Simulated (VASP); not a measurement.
Wanted: the native input for a VASP 6.6.1 run.

```yaml
Task: electric field gradients
Functional: PBE
Potentials_or_basis: VASP PAW PBE potentials, release 64 (Na_pv)
Cutoff: 400 eV
k_mesh: 12 × 12 × 12
Occupations: fermi-dirac, width 0.05 eV
Spin: no spin polarisation
Dipole_correction: no
Further_INCAR_settings: ALGO = Normal; EDIFF = 1e-08; NBANDS = 10
```

The structure of Na lies in POSCAR:

```
Na
1.0
   -2.1175000000      2.1175000000      2.1175000000
    2.1175000000     -2.1175000000      2.1175000000
    2.1175000000      2.1175000000     -2.1175000000
Na
1
Direct
    0.0000000000      0.0000000000      0.0000000000
```

The input as run:

INCAR

```
SYSTEM = Na
ALGO     = Normal         ! electronic algorithm
EDIFF    = 1E-8           ! SCF threshold, eV
ENCUT    = 400            ! plane-wave cutoff, eV
GGA      = PE             ! functional
GGA_COMPAT= .FALSE.      
ISIF     = 2              ! what is computed and relaxed
ISMEAR   = -1             ! smearing method
LASPH    = .TRUE.         ! aspherical terms in the spheres
LCHARG   = .FALSE.        ! write CHGCAR
LEFG     = .TRUE.       
LREAL    = .FALSE.        ! projectors in reciprocal space
LWAVE    = .FALSE.        ! write WAVECAR
NBANDS   = 10             ! bands
NELM     = 120            ! most SCF steps
PREC     = Accurate       ! precision mode
SIGMA    = 0.05           ! smearing width, eV
```

KPOINTS

```
k-points
0
G
  12 12 12
  0 0 0
```

Potentials or basis: VASP PAW PBE potentials, release 64 (Na_pv).

Run with:

```console
$ cat potpaw_PBE.64/Na_pv/POTCAR > POTCAR
$ mpirun -np 1 vasp_std > vasp.out
```

It gave:

| Property | Result |
| --- | --- |
| Pressure | -0.4 GPa |

Caveat: without QUAD_EFG the Cq values of the log hold for a quadrupole moment of 1 mb, not for the nuclei.

Wall time 3.9 s on 1 thread of Intel(R) Xeon(R) 6975P-C (Granite Rapids), on a shared host, peak memory 0.13 GiB.
